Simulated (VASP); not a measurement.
Write the native input for VASP 6.6.1 that does the following.

* Task: single point
* Functional: PBE
* Potentials or basis: VASP PAW PBE potentials, release 64 (Mg, H)
* Cutoff: 520 eV
* k mesh: 4 × 4 × 4
* Occupations: gaussian, width 0.1 eV
* Spin: no spin polarisation
* Dipole correction: no
* Further INCAR settings: ALGO = Normal; EDIFF = 1e-06; NBANDS = 12

The structure of Mg3H2 lies in POSCAR:

```
Mg3H2
1.0
    4.0562464400      0.0000000000      0.0000000000
    0.0000000000      4.0562464400      0.0000000000
    0.0000000000      0.0000000000      4.0562464400
Mg H
3 2
Direct
    0.5000000000      0.0000000000      0.0000000000
    0.0000000000      0.5000000000      0.0000000000
    0.0000000000      0.0000000000      0.5000000000
    0.5000000000      0.5000000000      0.5000000000
    0.0000000000      0.0000000000      0.0000000000
```

These files were run (other wordings do the same):

INCAR

```
SYSTEM = Mg3H2
  ALGO = Normal
  EDIFF = 1E-6
  ENCUT = 520
  GGA = PE
  ISIF = 2
  ISMEAR = 0
  LASPH = .TRUE.
  LCHARG = .TRUE.
  LELF = .TRUE.
  LREAL = .FALSE.
  LVHAR = .TRUE.
  LWAVE = .FALSE.
  NBANDS = 12
  NELM = 100
  PREC = Accurate
  SIGMA = 0.1
```

KPOINTS

```
k-points
0
G
  4 4 4
  0 0 0
```

Potentials or basis: VASP PAW PBE potentials, release 64 (Mg, H).

The run is started by

```console
$ cat potpaw_PBE.64/Mg/POTCAR potpaw_PBE.64/H/POTCAR > POTCAR
$ mpirun -np 1 vasp_std > vasp.out
```

It gave:

```json
{"Pressure": "10.4 GPa", "Band gap on the k mesh": "zero (band 4 reaches 4.18 eV, above the bottom of band 5 at 2.25 eV)"}
```

Caveat: the k points lie up to 0.39 Å⁻¹ apart.

Run time: 9.4 s on 1 thread of Intel(R) Xeon(R) 6975P-C (Granite Rapids), on a shared host, peak memory 0.16 GiB.
